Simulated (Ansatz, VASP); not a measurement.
## Rh in VASP and in Ansatz

File INCAR:

```
PREC = Accurate
ENCUT = 520
EDIFF = 1E-6
ISMEAR = 0
SIGMA = 0.1
LREAL = False
LASPH = True
NELM = 100
ALGO = Fast
ISIF = 2
LWAVE = False
LCHARG = True
GGA = PS
LELF = True
LVHAR = True
NBANDS = 14
```

KPOINTS

```
regular mesh
0
Gamma
  18 18 18
```

The input POSCAR:

```
Rh
1.0
    0.0000000000      1.8708979344      1.8708979344
    1.8708979344      0.0000000000      1.8708979344
    1.8708979344      1.8708979344      0.0000000000
Rh
1
Direct
    0.0000000000      0.0000000000      0.0000000000
```

Input for Ansatz:

```yaml
crystal:
  lattice:
    - [0.0, 1.8708979343, 1.8708979343]
    - [1.8708979343, 0.0, 1.8708979343]
    - [1.8708979343, 1.8708979343, 0.0]
  atoms:
    - { symbol: Rh, position: [0.0, 0.0, 0.0] }
basis:
  ecutwfc: 420
kpoints:
  mp_grid: { grid: [18, 18, 18] }
hamiltonian:
  xc: pbesol
scf:
  occupations: { method: gaussian, width: 0.1 }
output:
  forces: true
  stress: true
  eigenvalues: true
```

Alike in both runs: task single point; functional PBEsol; k mesh 18 × 18 × 18; occupations gaussian, width 0.1 eV; no spin polarisation.

|  | VASP | Ansatz |
| --- | --- | --- |
| version | VASP 6.6.1 | Ansatz 0.2.0 |
| potentials or method | VASP PAW PBE potentials, release 64 (Rh_pv), cutoff 520 eV | scalar-relativistic, plane waves, PAW |
| valence electrons in the cell | 15 | 17 |

```csv
,VASP,Ansatz,Ansatz less VASP
gap on the k mesh at the Fermi level (eV),none,none,-
pressure (GPa),9.5,9.7,+0.23
```

VASP's potentials were made for PBE, not for PBEsol. A gap of «none» marks a metal or a gap that the smearing closes. VASP's potentials hold 15 valence electrons a cell and Ansatz's 17, so a difference there can come from the potentials and not from the codes.
